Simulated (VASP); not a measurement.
# TiN (rocksalt type) (Fm-3m) in VASP: notebook, part 2 of 2

VASP 6.6.1. The steps go on from the part before.

## (6) Single point, LDA (volume scaled by 0.8)

INCAR

```
PREC = Accurate ; ENCUT = 520
EDIFF = 1E-7 ; ISMEAR = -1
SIGMA = 0.08 ; LREAL = F
LASPH = T ; NELM = 80
ALGO = Normal ; ISIF = 2
LWAVE = F ; LCHARG = F
GGA = CA ; NBANDS = 16
```

KPOINTS

```
Automatic mesh
0
Gamma
  17 17 17
```

POSCAR

```
TiN
1.0
    0.0000000000      1.9363514904      1.9363514904
    1.9363514904      0.0000000000      1.9363514904
    1.9363514904      1.9363514904      0.0000000000
Ti N
1 1
Direct
    0.0000000000      0.0000000000      0.0000000000
    0.5000000000      0.5000000000      0.5000000000
```

Potentials or basis: VASP PAW LDA potentials, release 64 (Ti_sv, N).

On the command line:

```bash
$ cat potpaw_LDA.64/Ti_sv/POTCAR potpaw_LDA.64/N/POTCAR > POTCAR
$ mpirun -np 1 vasp_std > vasp.out
```

OUTCAR:

```text
PREC = Accurate
   ENCUT = 520
   EDIFF = 1E-7
   ISMEAR = -1
   LREAL = F
   LASPH = T
   NELM = 80
   ISIF = 2
   GGA = CA

 ion  position               nearest neighbor table
   1  0.000  0.000  0.000-   2 1.94   2 1.94   2 1.94   2 1.94   2 1.94   2 1.94
   2  0.500  0.500  0.500-   1 1.94   1 1.94   1 1.94   1 1.94   1 1.94   1 1.94

  LATTYP: Found a face centered cubic cell.
 ALAT       =     3.8727029808

  Lattice vectors:

 A1 = (   0.0000000000,   1.9363514904,   1.9363514904)
 A2 = (   1.9363514904,   0.0000000000,   1.9363514904)
 A3 = (   1.9363514904,   1.9363514904,   0.0000000000)

Analysis of symmetry for initial positions (statically):
=====================================================================
 Subroutine PRICEL returns:
 Original cell was already a primitive cell.

 Routine SETGRP: Setting up the symmetry group for a
 face centered cubic supercell.

 Subroutine GETGRP returns: Found 48 space group operations
 (whereof 48 operations were pure point group operations)
 out of a pool of 48 trial point group operations.

The static configuration has the point symmetry O_h .

Analysis of symmetry for dynamics (positions and initial velocities):
=====================================================================
 Subroutine PRICEL returns:
 Original cell was already a primitive cell.

 Routine SETGRP: Setting up the symmetry group for a
 face centered cubic supercell.

 Subroutine GETGRP returns: Found 48 space group operations
 (whereof 48 operations were pure point group operations)
 out of a pool of 48 trial point group operations.

The dynamic configuration has the point symmetry O_h .

 Subroutine INISYM returns: Found 48 space group operations
 (whereof 48 operations are pure point group operations),
 and found     1 'primitive' translations

----------------------------------------------------------------------------------------

                                     Primitive cell

  volume of cell :      14.5205

  direct lattice vectors                    reciprocal lattice vectors
     0.000000000  1.936351490  1.936351490    -0.258217582  0.258217582  0.258217582
     1.936351490  0.000000000  1.936351490     0.258217582 -0.258217582  0.258217582
     1.936351490  1.936351490  0.000000000     0.258217582  0.258217582 -0.258217582

  length of vectors
     2.738414539  2.738414539  2.738414539     0.447245972  0.447245972  0.447245972

  position of ions in fractional coordinates (direct lattice)
     0.000000000  0.000000000  0.000000000
     0.500000000  0.500000000  0.500000000

  ion indices of the primitive-cell ions
   primitive index   ion index
                 1           1
                 2           2

----------------------------------------------------------------------------------------

 KPOINTS: Automatic mesh

Automatic generation of k-mesh.
 Grid dimensions read from file:
 generate k-points for:   17   17   17

 Generating k-lattice:

  Cartesian coordinates                     Fractional coordinates (reciprocal lattice)
    -0.015189270  0.015189270  0.015189270     0.058823529  0.000000000  0.000000000
     0.015189270 -0.015189270  0.015189270     0.000000000  0.058823529  0.000000000
     0.015189270  0.015189270 -0.015189270     0.000000000  0.000000000  0.058823529

  Length of vectors
     0.026308587  0.026308587  0.026308587

  Shift w.r.t. Gamma in fractional coordinates (k-lattice)
     0.000000000  0.000000000  0.000000000

 Subroutine IBZKPT returns following result:
 ===========================================

 Found    165 irreducible k-points:

 Following reciprocal coordinates:
            Coordinates               Weight
  0.000000  0.000000  0.000000      1.000000
  0.058824  0.000000  0.000000      8.000000
  0.117647  0.000000  0.000000      8.000000
  0.176471  0.000000  0.000000      8.000000
  0.235294  0.000000  0.000000      8.000000
  0.294118  0.000000  0.000000      8.000000
[... 16 lines left out ...]
 -0.176471  0.058824  0.000000     24.000000
 -0.117647  0.058824  0.000000     24.000000
 [... further k-points ...]
   k-points           NKPTS =    165   k-points in BZ     NKDIM =    165   number of bands    NBANDS=     16
   number of dos      NEDOS =    301   number of ions     NIONS =      2
   total plane-waves  NPLWV =   8000
   dimension x,y,z NGX =    20 NGY =   20 NGZ =   20
   dimension x,y,z NGXF=    40 NGYF=   40 NGZF=   40
   ions per type =               1   1
   NGX,Y,Z   is equivalent  to a cutoff of  12.14, 12.14, 12.14 a.u.
   NGXF,Y,Z  is equivalent  to a cutoff of  24.28, 24.28, 24.28 a.u.
 SYSTEM =  unknown system
   PREC   = accura    normal or accurate (medium, high low for compatibility)
   ISTART =      0    job   : 0-new  1-cont  2-samecut
   ICHARG =      2    charge: 1-file 2-atom 10-const
   ISPIN  =      1    spin polarized calculation?
   LNONCOLLINEAR =      F non collinear calculations
   LSORBIT =      F    spin-orbit coupling
   LASPH  =      T    aspherical Exc in radial PAW
   ENCUT  =  520.0 eV  38.22 Ry    6.18 a.u.   5.09  5.09  5.09*2*pi/ulx,y,z
   NELM   =     80;   NELMIN=  2; NELMDL= -5     # of ELM steps
   EDIFF  = 0.1E-06   stopping-criterion for ELM
   LREAL  =      F    real-space projection
   EDIFFG = 0.1E-05   stopping-criterion for IOM
   NSW    =      0    number of steps for IOM
   IBRION =     -1    ionic relax: 0-MD 1-quasi-New 2-CG
   NFREE  =      0    steps in history (QN), initial steepest desc. (CG)
   ISIF   =      2    stress and relaxation
   ISYM   =      2    0-nonsym 1-usesym 2-fastsym
   POTIM  = 0.5000    time-step for ionic-motion
   TEBEG  =    0.0;   TEEND  =   0.0 temperature during run
   PSTRESS=    0.0 pullay stress
   NELECT =      17.0000    total number of electrons
   NUPDOWN=      -1.0000    fix difference up-down
   EMIN   =  10.00;   EMAX   =-10.00  energy-range for DOS
   EFERMI =   0.00;   METHOD = LEGACY
   ISMEAR =    -1;   SIGMA  =   0.08  broadening in eV -4-tet -1-fermi 0-gaus
   EFERMI_NEDOS =   21; number of points for ismear=-14 and -15
   IALGO  =     38    algorithm
   IMIX   =      4    mixing-type and parameters
     AMIX     =   0.40;   BMIX     =  1.00
     AMIX_MAG =   1.60;   BMIX_MAG =  1.00
  volume/ion in A,a.u.               =       7.26        48.99
  Fermi-wavevector in a.u.,A,eV,Ry     =   1.725428  3.260587 40.505948  2.977103
  Thomas-Fermi vector in A             =   2.800931
   LORBIT       =      0    0 simple, 1 ext, 2 COOP (PROOUT), +10 PAW based schemes
   GGA     = CA    functional components
   LHFCALC =     F    Hartree Fock is set to
   AEXX    =    0.0000 exact exchange contribution
   IVDW    =     0    specifies the selected vdW correction
   LEPSILON=     F    determine dielectric tensor
   LRPA    =     F    only Hartree local field effects (RPA)
 non-spin polarized calculation
  energy-cutoff  :      520.00
  volume of cell :       14.52
 maximum number of plane-waves:       398
   NGX = 11   NGY = 11   NGZ = 11

 number of electron      16.9999997 magnetization

 Free energy of the ion-electron system (eV)
  ---------------------------------------------------
  ext. energy  EPLUGINS =         0.00000000
  ---------------------------------------------------
  free energy    TOTEN  =       -20.58236480 eV

  energy without entropy =      -20.57040874  energy(sigma->0) =      -20.57638677

 E-fermi :  15.2355     XC(G=0): -14.9250

 val. band max:       15.2320231784   @ k =  -0.1176   0.0588   0.0000
 cond. band min:      15.2387091393   @ k =  -0.1765   0.1176   0.0000
 fundamental gap:      0.0066859609
 Fermi energy:        15.2355326657

 k-point     1 :       0.0000    0.0000    0.0000
  band No.  band energies     occupation
      1     -41.6123      2.00000
      2     -17.5897      2.00000
      3     -17.5897      2.00000
      4     -17.5897      2.00000
      5      -3.1241      2.00000
      6      12.9550      2.00000
[... 8 lines left out ...]
     15      29.2426      0.00000
     16      39.3151      0.00000
[... 419 lines left out ...]
 k-point    24 :      -0.1176    0.0588    0.0000
  band No.  band energies     occupation
      1     -41.5473      2.00000
      2     -17.9485      2.00000
      3     -17.6609      2.00000
      4     -17.5940      2.00000
      5      -2.4536      2.00000
      6      10.6634      2.00000
[... 8 lines left out ...]
     15      30.1221      0.00000
     16      37.6727      0.00000

 [... further k-points ...]

------------------------ aborting loop because EDIFF is reached ----------------------------------------

  FORCE on cell =-STRESS in cart. coord.  units (eV):
  Direction    XX          YY          ZZ          XY          YZ          ZX
  --------------------------------------------------------------------------------------
  -------------------------------------------------------------------------------------
  Total       10.4554544     10.4554544     10.4554544      0.0000000      0.0000000     -0.0000000
  in kB     1153.6416275   1153.6416275   1153.6416275      0.0000000      0.0000000     -0.0000000
  external PRESSURE =    1153.6416275 kB  Pullay stress =       0.0000000 kB

 VOLUME and BASIS-vectors are now :
 -----------------------------------------------------------------------------
  energy-cutoff  :      520.00
  volume of cell :       14.52
      direct lattice vectors                 reciprocal lattice vectors
     0.000000000  1.936351490  1.936351490    -0.258217582  0.258217582  0.258217582
     1.936351490  0.000000000  1.936351490     0.258217582 -0.258217582  0.258217582
     1.936351490  1.936351490  0.000000000     0.258217582  0.258217582 -0.258217582

 POSITION                                       TOTAL-FORCE (eV/Angst)
 -----------------------------------------------------------------------------------
      0.00000      0.00000      0.00000         0.000000      0.000000      0.000000
      1.93635      1.93635      1.93635        -0.000000     -0.000000     -0.000000
 -----------------------------------------------------------------------------------
    total drift:                                0.000000     -0.000000      0.000000

  FREE ENERGIE OF THE ION-ELECTRON SYSTEM (eV)
  ---------------------------------------------------
  free  energy   TOTEN  =       -20.5823648029 eV

  energy  without entropy=      -20.5704087392  energy(sigma->0) =      -20.57638677
```

OSZICAR:

```text
N       E                     dE             d eps       ncg     rms          rms(c)
DAV:   1     0.125519701477E+03    0.12552E+03   -0.82223E+03  5336   0.133E+03
DAV:   2    -0.191513453034E+02   -0.14467E+03   -0.13551E+03  5680   0.350E+02
DAV:   3    -0.252485820618E+02   -0.60972E+01   -0.60537E+01  6600   0.740E+01
DAV:   4    -0.253854551865E+02   -0.13687E+00   -0.13675E+00  6488   0.996E+00
DAV:   5    -0.253882508857E+02   -0.27957E-02   -0.27955E-02  6208   0.125E+00    0.271E+01
DAV:   6    -0.207254671661E+02    0.46628E+01   -0.10840E+01  7008   0.584E+01    0.962E+00
DAV:   7    -0.205766133717E+02    0.14885E+00   -0.10175E+00  6040   0.140E+01    0.827E+00
DAV:   8    -0.206134038733E+02   -0.36791E-01   -0.30299E-01  8576   0.702E+00    0.442E+00
DAV:   9    -0.205847582809E+02    0.28646E-01   -0.38600E-02  6728   0.330E+00    0.133E+00
DAV:  10    -0.205829716073E+02    0.17867E-02   -0.13619E-02  6024   0.156E+00    0.290E-01
DAV:  11    -0.205823672580E+02    0.60435E-03   -0.24298E-03  5288   0.502E-01    0.908E-02
DAV:  12    -0.205823669636E+02    0.29440E-06   -0.86334E-05  6496   0.113E-01    0.249E-02
DAV:  13    -0.205823653218E+02    0.16417E-05   -0.24657E-05  5928   0.785E-02    0.104E-02
DAV:  14    -0.205823648608E+02    0.46100E-06   -0.91167E-07  6784   0.119E-02    0.338E-03
DAV:  15    -0.205823648029E+02    0.57969E-07   -0.26169E-07  6400   0.483E-03
   1 F= -.20582365E+02 E0= -.20576387E+02  d E =-.119561E-01
```

Run time: 42 s. Hardware: 1 thread of Intel Xeon 6975P-C, shared host; peak memory 0.15 GiB.

Results:

| Quantity | Value |
| --- | --- |
| Free energy | -20.5824 eV |
| Pressure | 115.4 GPa |

## (7) The runs side by side

```csv
cell,gap on the mesh (eV),pressure (GPa)
"a = 2.542 Å, angles 60.0°, 2 atoms",none,359.3
"a = 2.644 Å, angles 60.0°, 2 atoms",none,209.6
"a = 2.738 Å, angles 60.0°, 2 atoms",none,115.4
```

Alike in all rows: task single point; level LDA; potentials or basis VASP PAW LDA potentials, release 64 (Ti_sv, N); no spin polarisation; k mesh 17 × 17 × 17; cutoff (eV) 520; smearing fermi-dirac 0.08 eV.

Total energies depend on the potentials used, so only differences within one code and one set of settings carry meaning.
